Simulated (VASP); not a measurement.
# BeTe (F-43m) in VASP: a series of runs

The runs below take BeTe through single point, relaxation of cell and atoms, with PBE+D3(BJ).

All numbers are computed with VASP 6.6.1; they aren't measurements. Logs are shortened: lines on timing, memory, paths and dates and some standing lists are left out, and cuts for length are marked.

## (1) The cell of the first run

Symmetry: F-43m, No. 216, cubic system. Conventional cell: a = 5.581 Å, b = 5.581 Å, c = 5.581 Å, α = 90.00°, β = 90.00°, γ = 90.00°. Within 3.2 Å of Be (site symmetry -43m) lie 4 Te at 2.42 Å. Te (site symmetry -43m) has 4 Be at 2.42 Å within 3.2 Å.

## (2) Single point, PBE+D3(BJ)

The input, INCAR:

```
  ALGO = Normal
  EDIFF = 1E-6
  ENCUT = 520
  GGA = PE
  ISIF = 2
  ISMEAR = 0
  IVDW = 12
  LASPH = T
  LCHARG = T
  LELF = T
  LREAL = F
  LVHAR = T
  LWAVE = F
  NBANDS = 11
  NELM = 80
  PREC = Accurate
  SIGMA = 0.02
```

The input, KPOINTS:

```
k-points
0
Gamma
  8 8 8
```

The input, POSCAR:

```
BeTe
1.0
    0.0000000000      2.7906023603      2.7906023603
    2.7906023603      0.0000000000      2.7906023603
    2.7906023603      2.7906023603      0.0000000000
Be Te
1 1
Direct
    0.0000000000      0.0000000000      0.0000000000
    0.2500000000      0.2500000000      0.2500000000
```

Potentials or basis: VASP PAW PBE potentials, release 64 (Be, Te).

Launch:

```bash
$ cat potpaw_PBE.64/Be/POTCAR potpaw_PBE.64/Te/POTCAR > POTCAR
$ mpirun -np 1 vasp_std > vasp.out
```

OUTCAR:

```text
EDIFF = 1E-6
   ENCUT = 520
   GGA = PE
   ISIF = 2
   ISMEAR = 0
   IVDW = 12
   LASPH = T
   LREAL = F
   NELM = 80
   PREC = Accurate
 IVDW          = 12

 ion  position               nearest neighbor table
   1  0.000  0.000  0.000-   2 2.42   2 2.42   2 2.42   2 2.42
   2  0.250  0.250  0.250-   1 2.42   1 2.42   1 2.42   1 2.42

  LATTYP: Found a face centered cubic cell.
 ALAT       =     5.5812047206

  Lattice vectors:

 A1 = (   0.0000000000,   2.7906023603,   2.7906023603)
 A2 = (   2.7906023603,   0.0000000000,   2.7906023603)
 A3 = (   2.7906023603,   2.7906023603,   0.0000000000)

Analysis of symmetry for initial positions (statically):
=====================================================================
 Subroutine PRICEL returns:
 Original cell was already a primitive cell.

 Routine SETGRP: Setting up the symmetry group for a
 face centered cubic supercell.

 Subroutine GETGRP returns: Found 24 space group operations
 (whereof 24 operations were pure point group operations)
 out of a pool of 48 trial point group operations.

The static configuration has the point symmetry T_d .

Analysis of symmetry for dynamics (positions and initial velocities):
=====================================================================
 Subroutine PRICEL returns:
 Original cell was already a primitive cell.

 Routine SETGRP: Setting up the symmetry group for a
 face centered cubic supercell.

 Subroutine GETGRP returns: Found 24 space group operations
 (whereof 24 operations were pure point group operations)
 out of a pool of 48 trial point group operations.

The dynamic configuration has the point symmetry T_d .

 Subroutine INISYM returns: Found 24 space group operations
 (whereof 24 operations are pure point group operations),
 and found     1 'primitive' translations

----------------------------------------------------------------------------------------

                                     Primitive cell

  volume of cell :      43.4634

  direct lattice vectors                    reciprocal lattice vectors
     0.000000000  2.790602360  2.790602360    -0.179172786  0.179172786  0.179172786
     2.790602360  0.000000000  2.790602360     0.179172786 -0.179172786  0.179172786
     2.790602360  2.790602360  0.000000000     0.179172786  0.179172786 -0.179172786

  length of vectors
     3.946507705  3.946507705  3.946507705     0.310336369  0.310336369  0.310336369

  position of ions in fractional coordinates (direct lattice)
     0.000000000  0.000000000  0.000000000
     0.250000000  0.250000000  0.250000000

  ion indices of the primitive-cell ions
   primitive index   ion index
                 1           1
                 2           2

----------------------------------------------------------------------------------------

 KPOINTS: k-points

Automatic generation of k-mesh.
 Grid dimensions read from file:
 generate k-points for:    8    8    8

 Generating k-lattice:

  Cartesian coordinates                     Fractional coordinates (reciprocal lattice)
    -0.022396598  0.022396598  0.022396598     0.125000000  0.000000000  0.000000000
     0.022396598 -0.022396598  0.022396598     0.000000000  0.125000000  0.000000000
     0.022396598  0.022396598 -0.022396598     0.000000000  0.000000000  0.125000000

  Length of vectors
     0.038792046  0.038792046  0.038792046

  Shift w.r.t. Gamma in fractional coordinates (k-lattice)
     0.000000000  0.000000000  0.000000000

 Subroutine IBZKPT returns following result:
 ===========================================

 Found     29 irreducible k-points:

 Following reciprocal coordinates:
            Coordinates               Weight
  0.000000  0.000000  0.000000      1.000000
  0.125000  0.000000  0.000000      8.000000
  0.250000  0.000000  0.000000      8.000000
  0.375000  0.000000  0.000000      8.000000
  0.500000  0.000000  0.000000      4.000000
  0.125000  0.125000  0.000000      6.000000
[... 16 lines left out ...]
  0.500000  0.250000  0.125000     48.000000
 -0.375000  0.250000  0.125000     24.000000
 [... further k-points ...]
   k-points           NKPTS =     29   k-points in BZ     NKDIM =     29   number of bands    NBANDS=     11
   number of dos      NEDOS =    301   number of ions     NIONS =      2
   total plane-waves  NPLWV =  27000
   dimension x,y,z NGX =    30 NGY =   30 NGZ =   30
   dimension x,y,z NGXF=    60 NGYF=   60 NGZF=   60
   ions per type =               1   1
   NGX,Y,Z   is equivalent  to a cutoff of  12.64, 12.64, 12.64 a.u.
   NGXF,Y,Z  is equivalent  to a cutoff of  25.27, 25.27, 25.27 a.u.
 SYSTEM =  unknown system
   PREC   = accura    normal or accurate (medium, high low for compatibility)
   ISTART =      0    job   : 0-new  1-cont  2-samecut
   ICHARG =      2    charge: 1-file 2-atom 10-const
   ISPIN  =      1    spin polarized calculation?
   LNONCOLLINEAR =      F non collinear calculations
   LSORBIT =      F    spin-orbit coupling
   LASPH  =      T    aspherical Exc in radial PAW
   ENCUT  =  520.0 eV  38.22 Ry    6.18 a.u.   7.34  7.34  7.34*2*pi/ulx,y,z
   NELM   =     80;   NELMIN=  2; NELMDL= -5     # of ELM steps
   EDIFF  = 0.1E-05   stopping-criterion for ELM
   LREAL  =      F    real-space projection
   EDIFFG = 0.1E-04   stopping-criterion for IOM
   NSW    =      0    number of steps for IOM
   IBRION =     -1    ionic relax: 0-MD 1-quasi-New 2-CG
   NFREE  =      0    steps in history (QN), initial steepest desc. (CG)
   ISIF   =      2    stress and relaxation
   ISYM   =      2    0-nonsym 1-usesym 2-fastsym
   POTIM  = 0.5000    time-step for ionic-motion
   TEBEG  =    0.0;   TEEND  =   0.0 temperature during run
   PSTRESS=    0.0 pullay stress
   NELECT =       8.0000    total number of electrons
   NUPDOWN=      -1.0000    fix difference up-down
   EMIN   =  10.00;   EMAX   =-10.00  energy-range for DOS
   EFERMI =   0.00;   METHOD = LEGACY
   ISMEAR =     0;   SIGMA  =   0.02  broadening in eV -4-tet -1-fermi 0-gaus
   EFERMI_NEDOS =   21; number of points for ismear=-14 and -15
   IALGO  =     38    algorithm
   IMIX   =      4    mixing-type and parameters
     AMIX     =   0.40;   BMIX     =  1.00
     AMIX_MAG =   1.60;   BMIX_MAG =  1.00
  volume/ion in A,a.u.               =      21.73       146.65
  Fermi-wavevector in a.u.,A,eV,Ry     =   0.931244  1.759796 11.799184  0.867216
  Thomas-Fermi vector in A             =   2.057717
   LORBIT       =      0    0 simple, 1 ext, 2 COOP (PROOUT), +10 PAW based schemes
   GGA     = PE    functional components
   LHFCALC =     F    Hartree Fock is set to
   AEXX    =    0.0000 exact exchange contribution
   IVDW    =    12    specifies the selected vdW correction
   LEPSILON=     F    determine dielectric tensor
   LRPA    =     F    only Hartree local field effects (RPA)
 non-spin polarized calculation
 Gauss-broadening in eV      SIGMA  =   0.02
  energy-cutoff  :      520.00
  volume of cell :       43.46
 maximum number of plane-waves:      1211
 NGX is ok and might be reduce to    30
   NGX = 15   NGY = 15   NGZ = 15

 number of electron       7.9999999 magnetization

 Free energy of the ion-electron system (eV)
  ---------------------------------------------------
  ext. energy  EPLUGINS =         0.00000000
  ---------------------------------------------------
  free energy    TOTEN  =        -7.60658463 eV

  energy without entropy =       -7.60658463  energy(sigma->0) =       -7.60658463

 E-fermi :   5.5009     XC(G=0):  -9.1665

 val. band max:        5.4051520619   @ k =   0.0000   0.0000   0.0000
 cond. band min:       7.3104980270   @ k =   0.5000   0.5000   0.0000
 fundamental gap:      1.9053459651
 Fermi energy:         5.5008535666

 k-point     1 :       0.0000    0.0000    0.0000
  band No.  band energies     occupation
      1      -7.0749      2.00000
      2       5.4052      2.00000
      3       5.4052      2.00000
      4       5.4052      2.00000
      5       8.9909      0.00000
      6       8.9909      0.00000
      7       8.9909      0.00000
      8       9.4279      0.00000
      9      13.7611      0.00000
     10      15.7064      0.00000
     11      15.7064      0.00000

 k-point     2 :       0.1250    0.0000    0.0000
  band No.  band energies     occupation
      1      -6.9213      2.00000
      2       4.0553      2.00000
      3       5.1576      2.00000
      4       5.1576      2.00000
      5       8.9891      0.00000
      6       9.3483      0.00000
      7       9.3483      0.00000
      8      10.6750      0.00000
      9      14.1844      0.00000
     10      14.7421      0.00000
     11      14.7421      0.00000

 k-point     3 :       0.2500    0.0000    0.0000
  band No.  band energies     occupation
      1      -6.4958      2.00000
      2       1.9914      2.00000
      3       4.7002      2.00000
      4       4.7002      2.00000
      5       8.7817      0.00000
      6       9.8914      0.00000
      7       9.8914      0.00000
      8      12.5786      0.00000
      9      14.4648      0.00000
     10      14.4648      0.00000
     11      14.5080      0.00000

 k-point     4 :       0.3750    0.0000    0.0000
  band No.  band energies     occupation
      1      -5.9493      2.00000
      2       0.3521      2.00000
      3       4.3509      2.00000
      4       4.3509      2.00000
      5       8.6142      0.00000
      6      10.0178      0.00000
      7      10.0178      0.00000
      8      13.2722      0.00000
      9      15.3263      0.00000
     10      15.5444      0.00000
     11      15.5444      0.00000
[... 239 lines left out ...]
 k-point    22 :       0.3750    0.2500    0.1250
  band No.  band energies     occupation
      1      -6.1428      2.00000
      2       1.7443      2.00000
      3       3.0637      2.00000
      4       4.1273      2.00000
      5       8.9824      0.00000
      6      10.3482      0.00000
      7      10.7833      0.00000
      8      11.7605      0.00000
      9      14.5649      0.00000
     10      16.0846      0.00000
     11      16.6554      0.00000

 k-point    23 :       0.5000    0.2500    0.1250
  band No.  band energies     occupation
      1      -5.6556      2.00000
      2       0.6443      2.00000
      3       2.5180      2.00000
      4       3.6518      2.00000
      5       9.4421      0.00000
      6      10.1244      0.00000
      7      11.3715      0.00000
      8      12.3980      0.00000
      9      15.3323      0.00000
     10      15.8592      0.00000
     11      17.7722      0.00000

 k-point    24 :      -0.3750    0.2500    0.1250
  band No.  band energies     occupation
      1      -5.4072      2.00000
      2       0.1242      2.00000
      3       2.4102      2.00000
      4       3.4192      2.00000
      5       9.6002      0.00000
      6       9.8242      0.00000
      7      12.1577      0.00000
      8      13.2471      0.00000
      9      13.9605      0.00000
     10      17.0546      0.00000
     11      17.4162      0.00000

 [... further k-points ...]

------------------------ aborting loop because EDIFF is reached ----------------------------------------

 Edisp (eV)   -0.69671

 E8    (eV) :    -0.2968

  FORCE on cell =-STRESS in cart. coord.  units (eV):
  Direction    XX          YY          ZZ          XY          YZ          ZX
  --------------------------------------------------------------------------------------
  -------------------------------------------------------------------------------------
  Total       0.04302     0.04302     0.04302     0.00000     0.00000    -0.00000
  in kB       1.58584     1.58584     1.58584     0.00000     0.00000    -0.00000
  external pressure =        1.59 kB  Pullay stress =        0.00 kB

 VOLUME and BASIS-vectors are now :
 -----------------------------------------------------------------------------
  energy-cutoff  :      520.00
  volume of cell :       43.46
      direct lattice vectors                 reciprocal lattice vectors
     0.000000000  2.790602360  2.790602360    -0.179172786  0.179172786  0.179172786
     2.790602360  0.000000000  2.790602360     0.179172786 -0.179172786  0.179172786
     2.790602360  2.790602360  0.000000000     0.179172786  0.179172786 -0.179172786

 POSITION                                       TOTAL-FORCE (eV/Angst)
 -----------------------------------------------------------------------------------
      0.00000      0.00000      0.00000        -0.000000     -0.000000     -0.000000
      1.39530      1.39530      1.39530         0.000000      0.000000      0.000000
 -----------------------------------------------------------------------------------
    total drift:                                0.000000      0.000000      0.000000

  FREE ENERGIE OF THE ION-ELECTRON SYSTEM (eV)
  ---------------------------------------------------
  free  energy   TOTEN  =        -8.3032937382 eV

  energy  without entropy=       -8.3032937382  energy(sigma->0) =       -8.30329374
```

Wall time 14 s (1 thread of Intel Xeon Platinum 8375C at 2.90GHz (Ice Lake), shared host); peak memory 0.18 GiB.

What came out:

| Item | Value |
| --- | --- |
| Free energy | -8.3033 eV |
| Pressure | 0.2 GPa |
| Band gap on the k mesh | 1.91 eV (least direct gap 3.59 eV) |
| Dispersion energy per atom | -0.348 eV |

Levels at points of the mesh, in eV from the valence-band top:
```
           k point  band 2  band 3  band 4  band 5  band 6  band 7
(0.00, 0.00, 0.00)    0.00    0.00    0.00    3.59    3.59    3.59
(0.50, 0.00, 0.00)   -5.72   -1.18   -1.18    3.15    4.58    4.58
(0.50, 0.50, 0.00)   -5.26   -2.75   -2.75    1.91    2.63    9.88
```

Caveat: spin-orbit coupling is left out, which moves the levels of the heavy elements. A k mesh can miss the band edges.

## (3) Relaxation of cell and atoms, PBE+D3(BJ)

This run uses another cell than the first one, of 22.71 Å³/atom.

The input, INCAR:

```
PREC = Accurate ; ENCUT = 600
EDIFF = 1E-6 ; ISMEAR = 0
SIGMA = 0.02 ; LREAL = F
LASPH = T ; NELM = 100
ALGO = Normal ; ISIF = 3
LWAVE = F ; LCHARG = F
GGA = PE ; IVDW = 12
IBRION = 2 ; NSW = 70
EDIFFG = -0.005
```

The input, KPOINTS:

```
regular mesh
0
Gamma
  8 8 8
```

The input, POSCAR:

```
BeTe
1.0
    0.0000000000      2.8318743937      2.8318743937
    2.8318743937      0.0000000000      2.8318743937
    2.8318743937      2.8318743937      0.0000000000
Be Te
1 1
Direct
    0.0000000000      0.0000000000      0.0000000000
    0.2500000000      0.2500000000      0.2500000000
```

Potentials or basis: VASP PAW PBE potentials, release 64 (Be, Te).

Launch:

```bash
$ cat potpaw_PBE.64/Be/POTCAR potpaw_PBE.64/Te/POTCAR > POTCAR
$ mpirun -np 1 vasp_std > vasp.out
```

It took 22 s on 1 thread of Intel Xeon Platinum 8375C at 2.90GHz (Ice Lake), shared host; peak memory 0.2 GiB.

Results (log left out):

```
Free energy                           : -8.3034 eV
Relaxed volume                        : 21.78 Å³/atom
Relaxed cell                          : a = 3.950 Å, b = 3.950 Å, c = 3.950 Å, α = 60.00°, β = 60.00°, γ = 60.00°
Space group after relaxing (to 0.1 Å) : F-43m (No. 216)
Energy gained by relaxing             : 7.1 meV/atom
Ionic steps                           : 3
Pressure after relaxing               : 0.0 GPa
Band gap on the k mesh                : 1.91 eV (least direct gap 3.59 eV)
Dispersion energy per atom            : -0.347 eV
```

Step by step:
| step | energy change (eV) | largest force (eV/Å) | pressure (GPa) | volume (Å³) |
| --- | --- | --- | --- | --- |
| 1 | 0.0000 | 0.0000 | -2.37 | 45.42 |
| 2 | -0.0137 | 0.0000 | 0.46 | 43.25 |
| 3 | -0.0142 | 0.0000 | 0.01 | 43.57 |

Final structure:
```
CELL_PARAMETERS angstrom
0.00000 2.79283 2.79283
2.79283 0.00000 2.79283
2.79283 2.79283 0.00000
ATOMIC_POSITIONS crystal
Be 0.00000 0.00000 0.00000
Te 0.25000 0.25000 0.25000
```

Levels at points of the mesh, in eV from the valence-band top:
| k point | band 2 | band 3 | band 4 | band 5 | band 6 | band 7 |
| --- | --- | --- | --- | --- | --- | --- |
| (0.00, 0.00, 0.00) | 0.00 | 0.00 | 0.00 | 3.59 | 3.59 | 3.59 |
| (0.50, 0.00, 0.00) | -5.70 | -1.18 | -1.18 | 3.14 | 4.58 | 4.58 |
| (0.50, 0.50, 0.00) | -5.25 | -2.74 | -2.74 | 1.91 | 2.63 | 9.86 |

Caveat: spin-orbit coupling is left out, which moves the levels of the heavy elements. A k mesh can miss the band edges.
